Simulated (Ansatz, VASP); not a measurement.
**One calculation of CaSe, two programs**

File POSCAR:

```
CaSe
1.0
    0.0000000000      2.9675351117      2.9675351117
    2.9675351117      0.0000000000      2.9675351117
    2.9675351117      2.9675351117      0.0000000000
Ca Se
1 1
Direct
    0.0000000000      0.0000000000      0.0000000000
    0.5000000000      0.5000000000      0.5000000000
```

INCAR.step1

```
SYSTEM = CaSe
PREC = Accurate
ENCUT = 520
EDIFF = 1E-5
ISMEAR = 0
SIGMA = 0.01
LREAL = .False.
LASPH = .True.
NELM = 80
ALGO = Normal
ISIF = 2
LWAVE = .True.
LCHARG = .False.
GGA = PE
NBANDS = 15
```

The input INCAR.step2:

```
SYSTEM = CaSe
PREC = Accurate
ENCUT = 520
EDIFF = 1E-7
ISMEAR = 0
SIGMA = 0.01
LREAL = .False.
LASPH = .True.
NELM = 80
ALGO = Normal
ISIF = 2
LWAVE = .False.
LCHARG = .False.
GGA = PE
LHFCALC = .True.
AEXX = 0.4
HFSCREEN = 0.5
PRECFOCK = Normal
ISTART = 1
NBANDS = 15
```

File KPOINTS:

```
Automatic mesh
0
Gamma
  4 4 4
  0 0 0
```

Input for Ansatz:

```yaml
crystal:
  lattice:
    - [0.0, 2.9675351117, 2.9675351117]
    - [2.9675351117, 0.0, 2.9675351117]
    - [2.9675351117, 2.9675351117, 0.0]
  atoms:
    - { symbol: Ca, position: [0.0, 0.0, 0.0] }
    - { symbol: Se, position: [0.5, 0.5, 0.5] }
kpoints:
  mp_grid: { grid: [4, 4, 4] }
hamiltonian:
  xc: { exchange: pbe, correlation: pbe, exx: { coeff: 0.4, omega: 0.5 } }
scf:
  occupations: { method: fixed }
  n_extra_bands: 4
output:
  forces: true
  stress: true
  eigenvalues: true
```

Alike in both runs: task single point; functional PBE-based screened hybrid; k mesh 4 × 4 × 4; no spin polarisation.

|  | VASP | Ansatz |
| --- | --- | --- |
| version | VASP 6.6.1 | Ansatz 0.2.0 |
| potentials or method | VASP PAW PBE potentials, release 64 (Ca_sv, Se) | plane waves |
| plane-wave cutoff (eV) | 520 | 420 |
| occupations | gaussian, width 0.01 eV | fixed |
| valence electrons in the cell | 16 | 26 |

```csv
,VASP,Ansatz,Ansatz less VASP
gap on the k mesh at the Fermi level (eV),2.84,2.81,-0.021
pressure (GPa),0.3,0.3,0.00
```

VASP's potentials were made for PBE, not for PBE-based screened hybrid. VASP's potentials hold 16 valence electrons a cell and Ansatz's 26, so a difference there can come from the potentials and not from the codes. Ansatz's warnings: stress exchange threshold loose, stress scf threshold loose.

The k mesh is coarse, so the values compare programs but aren't converged.
